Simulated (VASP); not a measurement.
Input of a VASP 6.6.1 run:

POSCAR

```
Ag
1.0
    2.8383750075      0.0000000000      0.0000000000
   -1.4191875037      2.4581048619      0.0000000000
    0.0000000000      0.0000000000      5.1042347141
Ag
2
Direct
    0.3333333333      0.6666666667      0.2500000000
    0.6666666667      0.3333333333      0.7500000000
```

File INCAR.step1:

```
SYSTEM = Ag
PREC = Accurate
ENCUT = 520
ISMEAR = 0
SIGMA = 0.15
LREAL = .FALSE.
LASPH = .TRUE.
NELM = 60
NBANDS = 18
GGA = PE
ALGO = Normal
EDIFF = 1E-4
LWAVE = .TRUE.
LCHARG = .FALSE.
```

File INCAR.step2:

```
SYSTEM = Ag
PREC = Accurate
ENCUT = 520
EDIFF = 1E-7
ISMEAR = 0
SIGMA = 0.15
LREAL = .FALSE.
LASPH = .TRUE.
NELM = 60
ALGO = Normal
ISIF = 2
LWAVE = .FALSE.
LCHARG = .FALSE.
METAGGA = R2SCAN
LMIXTAU = .TRUE.
NBANDS = 18
ISTART = 1
```

File KPOINTS:

```
Automatic mesh
0
G
  24 24 12
  0 0 0
```

Potentials or basis: VASP PAW PBE potentials, release 64 (Ag).

Command:

```bash
$ cat potpaw_PBE.64/Ag/POTCAR > POTCAR
$ cp INCAR.step1 INCAR
$ mpirun -np 1 vasp_std > vasp.out
$ cp INCAR.step2 INCAR
$ mpirun -np 1 vasp_std > vasp.out
```

Task: Predict the pressure.

Result: -1.4 GPa.

Task: What does it give for the band gap on the k mesh?

Result: Zero (bands 11 and 12 overlap by 8.28 eV).

Stress tensor (GPa, compression positive):
```
 1.41  0.00  0.00
 0.00  1.41  0.00
 0.00  0.00 -7.09
```

Caveat: the stress differs along the axes, from -7 to 1 GPa; the PAW data sets were made with another functional, which shifts forces and pressure a little.
